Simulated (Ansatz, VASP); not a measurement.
## One calculation of Ni, two programs

File INCAR:

```
PREC = Accurate ; ENCUT = 520
EDIFF = 1E-6 ; ISMEAR = -1
SIGMA = 0.05 ; LREAL = F
LASPH = T ; NELM = 150
ALGO = Normal ; ISIF = 2
LWAVE = F ; LCHARG = F
ISPIN = 2 ; MAGMOM = 0.661
LORBIT = 11 ; LMAXMIX = 4
GGA = RP ; NBANDS = 15
```

Contents of KPOINTS:

```
regular mesh
0
Gamma
  15 15 15
```

Contents of POSCAR:

```
Ni
1.0
    2.3550855535      0.0000000000      0.0000000000
    0.0000000000      2.3550855535      0.0000000000
    0.0000000000      0.0000000000      2.3550855535
Ni
1
Direct
    0.0000000000      0.0000000000      0.0000000000
```

Input for Ansatz:

```yaml
crystal:
  lattice:
    - [2.3550855535, 0.0, 0.0]
    - [0.0, 2.3550855535, 0.0]
    - [0.0, 0.0, 2.3550855535]
  atoms:
    - { symbol: Ni, position: [0.0, 0.0, 0.0], spin: 0.661 }
hamiltonian:
  xc: rpbe
  pseudopotentials:
    kind: paw
    azcp:
      Ni: "pseudopotentials/Ni.paw.azcp"
basis:
  ecutwfc: 420
  fft_grid_basis: typed
kpoints:
  mp_grid: { grid: [15, 15, 15], shift: [0, 0, 0] }
magnetization:
  spin_polarized: true
scf:
  occupations: { method: fermi_dirac, width: 0.05 }
  lower_state_search: "off"
output:
  stress: true
```

Alike in both runs: task single point; functional RPBE; k mesh 15 × 15 × 15; occupations fermi-dirac, width 0.05 eV; collinear spin.

```csv
,VASP,Ansatz
version,VASP 6.6.1,Ansatz 0.2.0
potentials or method,"VASP PAW PBE potentials, release 64 (Ni), cutoff 520 eV","plane waves (420 eV) with PAW, scalar-relativistic"
valence electrons in the cell,10,18
```

Ansatz gave:

| Item | Value |
| --- | --- |
| pressure (GPa) | 0.4 |
| net moment per atom (μB) | 0.65 |
| size of the moment on the site where the two differ most (μB) | 0.67 |

Q: Estimate VASP's values.

A: Pressure (GPa): 0.2; net moment per atom (μB): 0.62; size of the moment on the site where the two differ most (μB): 0.62.

VASP's potentials were made for PBE, not for RPBE. Site moments also hang on the region over which each program counts them. VASP's potentials hold 10 valence electrons a cell and Ansatz's 18, so a difference there can come from the potentials and not from the codes.
